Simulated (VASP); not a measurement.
A run of VASP 6.6.1 is set up as follows.

INCAR

```
ALGO     = Normal         # electronic algorithm
EDIFF    = 1E-8           # SCF threshold, eV
ENCUT    = 520            # plane-wave cutoff, eV
GGA      = CA             # functional
ISIF     = 2              # what is computed and relaxed
ISMEAR   = -1             # smearing method
LASPH    = True           # aspherical terms in the spheres
LCHARG   = False          # write CHGCAR
LEFG     = True         
LREAL    = False          # projectors in reciprocal space
LWAVE    = False          # write WAVECAR
NBANDS   = 15             # bands
NELM     = 60             # most SCF steps
PREC     = Accurate       # precision mode
SIGMA    = 0.03           # smearing width, eV
```

The input KPOINTS:

```
k-points
0
Gamma
  9 9 12
```

Contents of POSCAR:

```
Li2Pt
1.0
    4.1005464584      0.0000000000      0.0000000000
   -2.0502732292      3.5511774024      0.0000000000
    0.0000000000      0.0000000000      2.6066786353
Li Pt
2 1
Direct
    0.3333333333      0.6666666667      0.5000000000
    0.6666666667      0.3333333333      0.5000000000
    0.0000000000      0.0000000000      0.0000000000
```

Potentials or basis: VASP PAW LDA potentials, release 64 (Li_sv, Pt).

Launch:

```console
$ cat potpaw_LDA.64/Li_sv/POTCAR potpaw_LDA.64/Pt/POTCAR > POTCAR
$ mpirun -np 1 vasp_std > vasp.out
```

Q: What does it give for the band gap on the k mesh?

A: Zero (band 8 reaches 6.79 eV, above the bottom of band 9 at 4.96 eV).

Electric field gradients, principal values (V/Å²):
| atom | least | middle | greatest (by size) |
| --- | --- | --- | --- |
| 1 Li | -0.125 | -0.140 | 0.265 |
| 2 Li | -0.125 | -0.140 | 0.265 |
| 3 Pt | 176.014 | 176.015 | -352.028 |

Caveat: without QUAD_EFG the Cq values of the log hold for a quadrupole moment of 1 mb, not for the nuclei; spin-orbit coupling is left out, which moves the levels of the heavy elements.
